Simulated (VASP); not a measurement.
A run of VASP 6.6.1 is set up as follows.

File POSCAR:

```
Rh
1.0
    2.7669170555      0.0000000000      0.0000000000
   -1.3834590343      2.3962202665      0.0000000000
    0.0000000000      0.0000000000      4.4867652751
Rh
2
Direct
    0.6666666667      0.3333333333      0.7500000000
    0.3333333333      0.6666666667      0.2500000000
```

The input INCAR.step1:

```
SYSTEM = Rh
ALGO = Normal
EDIFF = 1E-4
ENCUT = 520
GGA = PE
ISMEAR = 1
LASPH = .True.
LCHARG = .False.
LREAL = .False.
LWAVE = .True.
NBANDS = 22
NELM = 60
PREC = Accurate
SIGMA = 0.1
```

INCAR.step2

```
SYSTEM = Rh
ALGO = Normal
EDIFF = 1E-6
ENCUT = 520
ISIF = 2
ISMEAR = 1
ISTART = 1
LASPH = .True.
LCHARG = .True.
LELF = .True.
LMIXTAU = .True.
LREAL = .False.
LVHAR = .True.
LWAVE = .False.
METAGGA = R2SCAN
NBANDS = 22
NELM = 60
PREC = Accurate
SIGMA = 0.1
```

KPOINTS

```
k-points
0
Gamma
  12 12 7
  0 0 0
```

Potentials or basis: VASP PAW PBE potentials, release 64 (Rh_pv).

Run with:

```console
$ cat potpaw_PBE.64/Rh_pv/POTCAR > POTCAR
$ cp INCAR.step1 INCAR
$ mpirun -np 1 vasp_std > vasp.out
$ cp INCAR.step2 INCAR
$ mpirun -np 1 vasp_std > vasp.out
```

Task: Predict the band gap on the k mesh.

Result: Zero (band 15 reaches 10.98 eV, above the bottom of band 16 at 8.82 eV).

Task: Predict the pressure.

Result: -17.0 GPa.

Stress tensor (GPa, compression positive):
```
-16.88   0.00   0.00
  0.00 -16.88   0.00
  0.00   0.00 -17.21
```

Caveat: the PAW data sets were made with another functional, which shifts forces and pressure a little.
